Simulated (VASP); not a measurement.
Crystal: Bi3Ru.

```
Ru Bi
1.0
     5.17297    0.00000    0.00000
     0.00000    5.17297    0.00000
     0.00000    0.00000    5.17297
Ru Bi
1 3
Direct
  0.00000 0.00000 0.00000
  0.50000 0.00000 0.00000
  0.00000 0.50000 0.00000
  0.00000 0.00000 0.50000
```

```yaml
Program: VASP 6.6.1
Task: relaxation of cell and atoms
Functional: r2SCAN
Potentials_or_basis: VASP PAW PBE potentials, release 64 (Ru_pv, Bi_d)
Cutoff: 600 eV
k_mesh: 4 × 4 × 4
Occupations: fermi-dirac, width 0.0615 eV
Spin: no spin polarisation
```

At the start: pressure 5.1 GPa; volume 34.61 Å³/atom.

Problem. How do energy, volume and symmetry change on relaxing?

Solution. Over 3 steps the energy falls by 42.0 meV/atom and the volume is 37.47 Å³/atom (+8.3 %); space group Pm-3m (No. 221, to 0.1 Å) before and after.

Step by step:
```
step  energy change (eV)  largest force (eV/Å)  pressure (GPa)  volume (Å³)
   1              0.0000                0.0000            5.08       138.43
   2             -0.0287                0.0000           -3.50       161.61
   3             -0.1681                0.0000           -0.04       149.88
```

Final structure:
```
CELL_PARAMETERS angstrom
5.31187 0.00000 0.00000
0.00000 5.31187 0.00000
0.00000 0.00000 5.31187
ATOMIC_POSITIONS crystal
Ru 0.00000 0.00000 0.00000
Bi 0.50000 0.00000 0.00000
Bi 0.00000 0.50000 0.00000
Bi 0.00000 0.00000 0.50000
```

Caveat: the PAW data sets were made with another functional, which shifts forces and pressure a little.
